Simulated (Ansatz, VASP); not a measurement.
**One calculation of MgS, two programs**

```xyz
2
Lattice="0.0000 2.5373 2.6015 2.5373 0.0000 2.6015 2.5373 2.5373 0.0000" Properties=species:S:1:pos:R:3 pbc="T T T"
Mg    0.0000    0.0000    0.0000
S     2.5373    2.5373    2.6015
```

Change from the starting cell: biaxial_xy strain -2.5%.

Alike in both runs: task single point; functional r2SCAN; k mesh 8 × 8 × 8; no spin polarisation.

|  | VASP | Ansatz |
| --- | --- | --- |
| version | VASP 6.6.1 | Ansatz 0.2.0 |
| potentials or method | VASP PAW PBE potentials, release 64 (Mg, S) | plane waves, PAW |
| plane-wave cutoff (eV) | 520 | 500 |
| occupations | gaussian, width 0.01 eV | fixed |
| valence electrons in the cell | 8 | 16 |

```tsv
	VASP	Ansatz	Ansatz less VASP
gap on the k mesh at the Fermi level (eV)	3.43	3.45	+0.026
pressure (GPa)	4.0	4.5	+0.50
traceless stress, the component that is largest in VASP (GPa)	-2.23	-2.26	-0.028
```

VASP's potentials were made for PBE, not for r2SCAN. VASP's potentials hold 8 valence electrons a cell and Ansatz's 16, so a difference there can come from the potentials and not from the codes.
